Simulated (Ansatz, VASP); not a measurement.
## One calculation of AgI, two programs

File INCAR:

```
  PREC = Accurate
  ENCUT = 400
  EDIFF = 1E-8
  ISMEAR = -1
  SIGMA = 0.01
  LREAL = False
  LASPH = True
  NELM = 120
  ALGO = Normal
  ISIF = 2
  LWAVE = False
  LCHARG = False
  GGA = PE
  LEFG = True
  NBANDS = 16
  GGA_COMPAT = False
```

The input KPOINTS:

```
regular mesh
0
Gamma
  7 7 7
```

POSCAR

```
AgI
1.0
    0.0000000000      3.2579343995      3.2579343995
    3.2579343995      0.0000000000      3.2579343995
    3.2579343995      3.2579343995      0.0000000000
Ag I
1 1
Direct
    0.0000000000      0.0000000000      0.0000000000
    0.7500000000      0.7500000000      0.7500000000
```

Input for Ansatz:

```yaml
crystal:
  lattice:
    - [0.0, 3.2579343995, 3.2579343995]
    - [3.2579343995, 0.0, 3.2579343995]
    - [3.2579343995, 3.2579343995, 0.0]
  atoms:
    - { symbol: Ag, position: [0.0, 0.0, 0.0] }
    - { symbol: I, position: [0.75, 0.75, 0.75] }
kpoints:
  mp_grid: { grid: [7, 7, 7] }
scf:
  occupations: { method: fermi_dirac, width: 0.01 }
hamiltonian:
  xc: pbe
  pseudopotentials: { kind: paw }
output:
  forces: true
  stress: true
  eigenvalues: true
  efg: { contact_densities: true }
  write_density: true
  write_potential: true
  elf: true
  volumetric_format: npy
```

Change from the starting cell: volume scaled by 1.02, PAW files.

Alike in both runs: task electric field gradients; functional PBE; k mesh 7 × 7 × 7; occupations fermi-dirac, width 0.01 eV; no spin polarisation.

|  | VASP | Ansatz |
| --- | --- | --- |
| version | VASP 6.6.1 | Ansatz 0.2.0 |
| potentials or method | VASP PAW PBE potentials, release 64 (Ag, I) | PAW with Ansatz's default frozen-core files, scalar-relativistic |
| plane-wave cutoff (eV) | 400 | 420 |
| valence electrons in the cell | 18 | 36 |

|  | VASP | Ansatz | Ansatz less VASP |
| --- | --- | --- | --- |
| gap on the k mesh at the Fermi level (eV) | 1.34 | 1.34 | -0.002 |
| pressure (GPa) | 1.4 | 1.5 | +0.17 |

The functional is the same, so the differences come from potentials, cutoffs and numerics. VASP's potentials hold 18 valence electrons a cell and Ansatz's 36, so a difference there can come from the potentials and not from the codes.

Spin-orbit coupling is off throughout.
